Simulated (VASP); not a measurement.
# Ag in VASP: a series of runs

Ag is run at these levels: PBEsol; tasks: single point.

All numbers are computed with VASP 6.6.1; they aren't measurements. Logs are shortened: lines on timing, memory, paths and dates and some standing lists are left out, and cuts for length are marked.

**1. The cell of the first run**

The structure is cubic, space group Im-3m (No. 229). Conventional cell: a = 3.576 Å, b = 3.576 Å, c = 3.576 Å, α = 90.00°, β = 90.00°, γ = 90.00°. Within 4.1 Å of Ag (site symmetry m-3m) lie 14 Ag at 3.10 to 3.58 Å.

**2. Single point, PBEsol (strain +0.080 along x and y, +0.080 along z)**

File INCAR:

```
  PREC = Accurate
  ENCUT = 520
  EDIFF = 1E-7
  ISMEAR = 0
  SIGMA = 0.15
  LREAL = False
  LASPH = True
  NELM = 80
  ALGO = Normal
  ISIF = 2
  LWAVE = False
  LCHARG = False
  GGA = PS
  NBANDS = 12
```

File KPOINTS:

```
regular mesh
0
Gamma
  20 20 20
```

File POSCAR:

```
Ag
1.0
   -1.7881063200      1.7881063200      1.7881063200
    1.7881063200     -1.7881063200      1.7881063200
    1.7881063200      1.7881063200     -1.7881063200
Ag
1
Direct
    0.0000000000      0.0000000000      0.0000000000
```

Potentials or basis: VASP PAW PBE potentials, release 64 (Ag).

Launch:

```
cat potpaw_PBE.64/Ag/POTCAR > POTCAR
mpirun -np 1 vasp_std > vasp.out
```

OUTCAR:

```text
PREC = Accurate
   ENCUT = 520
   EDIFF = 1E-7
   ISMEAR = 0
   LREAL = False
   LASPH = True
   NELM = 80
   ISIF = 2
   GGA = PS

 ion  position               nearest neighbor table
   1  0.000  0.000  0.000-

  LATTYP: Found a body centered cubic cell.
 ALAT       =     3.5762126400

  Lattice vectors:

 A1 = (  -1.7881063200,   1.7881063200,   1.7881063200)
 A2 = (   1.7881063200,  -1.7881063200,   1.7881063200)
 A3 = (   1.7881063200,   1.7881063200,  -1.7881063200)

Analysis of symmetry for initial positions (statically):
=====================================================================
 Subroutine PRICEL returns:
 Original cell was already a primitive cell.

 Routine SETGRP: Setting up the symmetry group for a
 body centered cubic supercell.

 Subroutine GETGRP returns: Found 48 space group operations
 (whereof 48 operations were pure point group operations)
 out of a pool of 48 trial point group operations.

The static configuration has the point symmetry O_h .

Analysis of symmetry for dynamics (positions and initial velocities):
=====================================================================
 Subroutine PRICEL returns:
 Original cell was already a primitive cell.

 Routine SETGRP: Setting up the symmetry group for a
 body centered cubic supercell.

 Subroutine GETGRP returns: Found 48 space group operations
 (whereof 48 operations were pure point group operations)
 out of a pool of 48 trial point group operations.

The dynamic configuration has the point symmetry O_h .

 Subroutine INISYM returns: Found 48 space group operations
 (whereof 48 operations are pure point group operations),
 and found     1 'primitive' translations

----------------------------------------------------------------------------------------

                                     Primitive cell

  volume of cell :      22.8686

  direct lattice vectors                    reciprocal lattice vectors
    -1.788106320  1.788106320  1.788106320     0.000000000  0.279625431  0.279625431
     1.788106320 -1.788106320  1.788106320     0.279625431  0.000000000  0.279625431
     1.788106320  1.788106320 -1.788106320     0.279625431  0.279625431  0.000000000

  length of vectors
     3.097090996  3.097090996  3.097090996     0.395450077  0.395450077  0.395450077

  position of ions in fractional coordinates (direct lattice)
     0.000000000  0.000000000  0.000000000

  ion indices of the primitive-cell ions
   primitive index   ion index
                 1           1

----------------------------------------------------------------------------------------

 KPOINTS: regular mesh

Automatic generation of k-mesh.
 Grid dimensions read from file:
 generate k-points for:   20   20   20

 Generating k-lattice:

  Cartesian coordinates                     Fractional coordinates (reciprocal lattice)
     0.000000000  0.013981272  0.013981272     0.050000000  0.000000000  0.000000000
     0.013981272  0.000000000  0.013981272     0.000000000  0.050000000  0.000000000
     0.013981272  0.013981272  0.000000000     0.000000000  0.000000000  0.050000000

  Length of vectors
     0.019772504  0.019772504  0.019772504

  Shift w.r.t. Gamma in fractional coordinates (k-lattice)
     0.000000000  0.000000000  0.000000000

 Subroutine IBZKPT returns following result:
 ===========================================

 Found    256 irreducible k-points:

 Following reciprocal coordinates:
            Coordinates               Weight
  0.000000  0.000000  0.000000      1.000000
  0.050000  0.000000  0.000000     12.000000
  0.100000  0.000000  0.000000     12.000000
  0.150000  0.000000  0.000000     12.000000
  0.200000  0.000000  0.000000     12.000000
  0.250000  0.000000  0.000000     12.000000
[... 16 lines left out ...]
  0.200000  0.100000  0.000000     48.000000
  0.250000  0.100000  0.000000     48.000000
 [... further k-points ...]
   k-points           NKPTS =    256   k-points in BZ     NKDIM =    256   number of bands    NBANDS=     12
   number of dos      NEDOS =    301   number of ions     NIONS =      1
   total plane-waves  NPLWV =  13824
   dimension x,y,z NGX =    24 NGY =   24 NGZ =   24
   dimension x,y,z NGXF=    48 NGYF=   48 NGZF=   48
   ions per type =               1
   NGX,Y,Z   is equivalent  to a cutoff of  12.88, 12.88, 12.88 a.u.
   NGXF,Y,Z  is equivalent  to a cutoff of  25.77, 25.77, 25.77 a.u.
 SYSTEM =  unknown system
   PREC   = accura    normal or accurate (medium, high low for compatibility)
   ISTART =      0    job   : 0-new  1-cont  2-samecut
   ICHARG =      2    charge: 1-file 2-atom 10-const
   ISPIN  =      1    spin polarized calculation?
   LNONCOLLINEAR =      F non collinear calculations
   LSORBIT =      F    spin-orbit coupling
   LASPH  =      T    aspherical Exc in radial PAW
   ENCUT  =  520.0 eV  38.22 Ry    6.18 a.u.   5.76  5.76  5.76*2*pi/ulx,y,z
   NELM   =     80;   NELMIN=  2; NELMDL= -5     # of ELM steps
   EDIFF  = 0.1E-06   stopping-criterion for ELM
   LREAL  =      F    real-space projection
   EDIFFG = 0.1E-05   stopping-criterion for IOM
   NSW    =      0    number of steps for IOM
   IBRION =     -1    ionic relax: 0-MD 1-quasi-New 2-CG
   NFREE  =      0    steps in history (QN), initial steepest desc. (CG)
   ISIF   =      2    stress and relaxation
   ISYM   =      2    0-nonsym 1-usesym 2-fastsym
   POTIM  = 0.5000    time-step for ionic-motion
   TEBEG  =    0.0;   TEEND  =   0.0 temperature during run
   PSTRESS=    0.0 pullay stress
   NELECT =      11.0000    total number of electrons
   NUPDOWN=      -1.0000    fix difference up-down
   EMIN   =  10.00;   EMAX   =-10.00  energy-range for DOS
   EFERMI =   0.00;   METHOD = LEGACY
   ISMEAR =     0;   SIGMA  =   0.15  broadening in eV -4-tet -1-fermi 0-gaus
   EFERMI_NEDOS =   21; number of points for ismear=-14 and -15
   IALGO  =     38    algorithm
   IMIX   =      4    mixing-type and parameters
     AMIX     =   0.40;   BMIX     =  1.00
     AMIX_MAG =   1.60;   BMIX_MAG =  1.00
  volume/ion in A,a.u.               =      22.87       154.33
  Fermi-wavevector in a.u.,A,eV,Ry     =   1.282702  2.423955 22.385993  1.645324
  Thomas-Fermi vector in A             =   2.414998
   LORBIT       =      0    0 simple, 1 ext, 2 COOP (PROOUT), +10 PAW based schemes
   GGA     = PS    functional components
   LHFCALC =     F    Hartree Fock is set to
   AEXX    =    0.0000 exact exchange contribution
   IVDW    =     0    specifies the selected vdW correction
   LEPSILON=     F    determine dielectric tensor
   LRPA    =     F    only Hartree local field effects (RPA)
 non-spin polarized calculation
 Gauss-broadening in eV      SIGMA  =   0.15
  energy-cutoff  :      520.00
  volume of cell :       22.87
 maximum number of plane-waves:       632
   NGX = 11   NGY = 11   NGZ = 11

 number of electron      11.0000005 magnetization

 Free energy of the ion-electron system (eV)
  ---------------------------------------------------
  ext. energy  EPLUGINS =         0.00000000
  ---------------------------------------------------
  free energy    TOTEN  =        -2.87427430 eV

  energy without entropy =       -2.87042607  energy(sigma->0) =       -2.87235018

 E-fermi :   4.7938     XC(G=0): -10.7468

 val. band max:        4.7884182793   @ k =   0.3500   0.1000   0.0500
 cond. band min:       4.7940342177   @ k =  -0.3500   0.4000   0.2000
 fundamental gap:      0.0056159384
 Fermi energy:         4.7937839570

 k-point     1 :       0.0000    0.0000    0.0000
  band No.  band energies     occupation
      1      -1.1332      2.00000
      2       0.7735      2.00000
      3       0.7735      2.00000
      4       0.7735      2.00000
      5       1.5955      2.00000
      6       1.5955      2.00000
      7      21.4618      0.00000
      8      21.4618      0.00000
      9      21.4618      0.00000
     10      23.8785      0.00000
     11      23.8785      0.00000
     12      23.8785      0.00000

 k-point     2 :       0.0500    0.0000    0.0000
  band No.  band energies     occupation
      1      -1.0674      2.00000
      2       0.7615      2.00000
      3       0.7765      2.00000
      4       0.8032      2.00000
      5       1.5828      2.00000
      6       1.5963      2.00000
      7      21.1222      0.00000
      8      21.4009      0.00000
      9      21.4582      0.00000
     10      23.2242      0.00000
     11      23.4333      0.00000
     12      23.4623      0.00000

 k-point     3 :       0.1000    0.0000    0.0000
  band No.  band energies     occupation
      1      -0.8748      2.00000
      2       0.7271      2.00000
      3       0.7871      2.00000
      4       0.8904      2.00000
      5       1.5500      2.00000
      6       1.5987      2.00000
      7      19.9665      0.00000
      8      21.0554      0.00000
      9      21.4482      0.00000
     10      22.5149      0.00000
     11      22.5445      0.00000
     12      23.0304      0.00000
[... 286 lines left out ...]
 k-point    23 :       0.2000    0.1000    0.0000
  band No.  band energies     occupation
      1       0.1262      2.00000
      2       0.5709      2.00000
      3       0.9398      2.00000
      4       1.4378      2.00000
      5       1.6049      2.00000
      6       1.8476      2.00000
      7      14.7317      0.00000
      8      16.9681      0.00000
      9      18.8278      0.00000
     10      21.7871      0.00000
     11      23.8486      0.00000
     12      23.9145      0.00000

 k-point    24 :       0.2500    0.1000    0.0000
  band No.  band energies     occupation
      1       0.1599      2.00000
      2       0.4985      2.00000
      3       1.2320      2.00000
      4       1.4533      2.00000
      5       1.6566      2.00000
      6       2.3737      2.00000
      7      12.9557      0.00000
      8      16.3517      0.00000
      9      18.1374      0.00000
     10      21.7701      0.00000
     11      23.8046      0.00000
     12      24.4867      0.00000

 [... further k-points ...]
[... 5 lines left out ...]
  --------------------------------------------------------------------------------------
  -------------------------------------------------------------------------------------
  Total       -2.0980047     -2.0980047     -2.0980047      0.0000000      0.0000000     -0.0000000
  in kB     -146.9863603   -146.9863603   -146.9863603      0.0000000      0.0000000     -0.0000000
  external PRESSURE =    -146.9863603 kB  Pullay stress =       0.0000000 kB

 VOLUME and BASIS-vectors are now :
 -----------------------------------------------------------------------------
  energy-cutoff  :      520.00
  volume of cell :       22.87
      direct lattice vectors                 reciprocal lattice vectors
    -1.788106320  1.788106320  1.788106320     0.000000000  0.279625431  0.279625431
     1.788106320 -1.788106320  1.788106320     0.279625431  0.000000000  0.279625431
     1.788106320  1.788106320 -1.788106320     0.279625431  0.279625431  0.000000000

 POSITION                                       TOTAL-FORCE (eV/Angst)
 -----------------------------------------------------------------------------------
      0.00000      0.00000      0.00000         0.000000      0.000000      0.000000
 -----------------------------------------------------------------------------------
    total drift:                               -0.000000      0.000000      0.000000

  FREE ENERGIE OF THE ION-ELECTRON SYSTEM (eV)
  ---------------------------------------------------
  free  energy   TOTEN  =        -2.8742742961 eV

  energy  without entropy=       -2.8704260652  energy(sigma->0) =       -2.87235018
```

Run time: 32 s. Hardware: 1 thread of AMD EPYC 9R45 (Zen 5), shared host; peak memory 0.16 GiB.

Results:

| Property | Result |
| --- | --- |
| Free energy | -2.8743 eV |
| Pressure | -14.7 GPa |

Caveat: the cell differs from its parent crystal (strain +0.080 along x and y, +0.080 along z); the PAW data sets were made with another functional, which shifts forces and pressure a little.

**3. Single point, PBEsol (strain +0.040 along x and y, +0.000 along z)**

File INCAR:

```
  PREC = Accurate
  ENCUT = 520
  EDIFF = 1E-6
  ISMEAR = 0
  SIGMA = 0.15
  LREAL = F
  LASPH = T
  NELM = 100
  ALGO = Fast
  ISIF = 2
  LWAVE = F
  LCHARG = F
  GGA = PS
  NBANDS = 12
```

KPOINTS is that of step 2.

File POSCAR:

```
Ag
1.0
   -1.7218801600      1.7218801600      1.6556540000
    1.7218801600     -1.7218801600      1.6556540000
    1.7218801600      1.7218801600     -1.6556540000
Ag
1
Direct
    0.0000000000      0.0000000000      0.0000000000
```

Potentials or basis: VASP PAW PBE potentials, release 64 (Ag).

Launch:

```
cat potpaw_PBE.64/Ag/POTCAR > POTCAR
mpirun -np 1 vasp_std > vasp.out
```

Run time: 77 s. Hardware: 1 thread of AMD EPYC 9R45 (Zen 5), shared host; peak memory 0.23 GiB.

It converged, with:

| Item | Value |
| --- | --- |
| Free energy | -3.1486 eV |
| Pressure | -11.6 GPa |

Stress tensor (GPa, compression positive):
```
-11.35   0.00   0.00
  0.00 -11.35   0.00
  0.00   0.00 -11.95
```

Levels at points of the mesh, in eV from the Fermi level:
```csv
k point,band 3,band 4,band 5,band 6,band 7,band 8,band 9,band 10
"(0.00, 0.00, 0.00)",-4.36,-4.36,-3.44,-3.27,17.15,17.15,17.82,21.39
"(0.50, 0.00, 0.00)",-3.38,-3.19,-2.55,0.27,3.49,12.54,12.93,18.06
"(0.50, 0.50, 0.00)",-3.51,-3.30,-2.58,0.07,3.13,13.19,13.76,18.70
"(0.50, 0.50, 0.50)",-2.77,-2.77,-2.72,6.10,6.10,7.16,10.70,11.98
```

Caveat: the cell differs from its parent crystal (strain +0.040 along x and y, +0.000 along z); the PAW data sets were made with another functional, which shifts forces and pressure a little.
